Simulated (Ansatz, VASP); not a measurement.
## MoS2: VASP beside Ansatz

The input INCAR:

```
SYSTEM = MoS2
PREC = Accurate
ENCUT = 520
EDIFF = 1E-6
ISMEAR = 0
SIGMA = 0.05
LREAL = .False.
LASPH = .True.
NELM = 60
ALGO = Normal
ISIF = 2
LWAVE = .False.
LCHARG = .True.
GGA = PE
IVDW = 12
LELF = .True.
LVHAR = .True.
NBANDS = 20
```

File KPOINTS:

```
Automatic mesh
0
Gamma
  12 12 12
  0 0 0
```

The input POSCAR:

```
MoS2
1.0
    1.4835191893      0.8565102033      6.7715465574
   -1.4835191893      0.8565102033      6.7715465574
    0.0000000000     -1.7130204066      6.7715465574
Mo S
1 2
Direct
    0.0000172715      0.0000172715      0.0000172715
    0.7535591261      0.7535591261      0.7535591261
    0.5797236023      0.5797236023      0.5797236023
```

Input for Ansatz:

```yaml
crystal:
  lattice:
    - [1.4835191893, 0.8565102033, 6.7715465574]
    - [-1.4835191893, 0.8565102033, 6.7715465574]
    - [0.0, -1.7130204066, 6.7715465574]
  atoms:
    - { symbol: Mo, position: [1.72715e-05, 1.72715e-05, 1.72715e-05] }
    - { symbol: S, position: [0.7535591261, 0.7535591261, 0.7535591261] }
    - { symbol: S, position: [0.5797236023, 0.5797236023, 0.5797236023] }
basis:
  ecutwfc: 420
kpoints:
  mp_grid: { grid: [12, 12, 12] }
hamiltonian:
  xc: pbe
  dispersion: d3bj
scf:
  occupations: { method: gaussian, width: 0.05 }
output:
  forces: true
  stress: true
  eigenvalues: true
```

Alike in both runs: task single point; functional PBE; dispersion D3(BJ); k mesh 12 × 12 × 12; occupations gaussian, width 0.05 eV; no spin polarisation.

|  | VASP | Ansatz |
| --- | --- | --- |
| version | VASP 6.6.1 | Ansatz 0.2.0 |
| potentials or method | VASP PAW PBE potentials, release 64 (Mo_sv, S), cutoff 520 eV | scalar-relativistic, plane waves, PAW |
| valence electrons in the cell | 26 | 26 |

Ansatz gave:

```
gap on the k mesh at the Fermi level (eV)                     : 0.79
least direct gap on the mesh (eV)                             : 1.33
pressure (GPa)                                                : -1.1
traceless stress, the component that is largest in VASP (GPa) : -23.75
rms of the force components (eV/Å)                            : 0.983
```

Q: What did VASP give for the same quantities?

A: gap on the k mesh at the Fermi level (eV): 0.79; least direct gap on the mesh (eV): 1.33; pressure (GPa): -1.2; traceless stress, the component that is largest in VASP (GPa): -23.82; rms of the force components (eV/Å): 0.987.

Atom by atom the forces differ by 0.004 eV/Å (rms over components).
